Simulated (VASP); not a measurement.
The system is CsH.

```xyz
2
Lattice="3.8131 0.0000 0.0000 0.0000 3.8131 0.0000 0.0000 0.0000 3.8131" Properties=species:S:1:pos:R:3 pbc="T T T"
Cs    0.0000    0.0000    0.0000
H     1.9065    1.9065    1.9065
```

Base run:

```yaml
Program: VASP 6.6.1
Functional: PBE0
Potentials_or_basis: VASP PAW PBE potentials, release 64 (Cs_sv, H)
Cutoff: 520 eV
k_mesh: 4 × 4 × 4
Occupations: gaussian, width 0.01 eV
Spin: no spin polarisation
```

Its results: band gap on the k mesh 4.30 eV (least direct gap 4.35 eV); pressure 0.1 GPa.

Problem. The run is repeated on the same cell with these changes: functional from PBE0 to HSE06. What comes out?

Solution. Band gap on the k mesh 3.58 eV (least direct gap 3.63 eV); pressure 0.2 GPa.

Caveats: the structure was generated, so it needn't be the stable form of CsH; the PAW data sets were made with another functional, which shifts forces and pressure a little; spin-orbit coupling is left out, which moves the levels of the heavy elements.

A k mesh can miss the band edges.
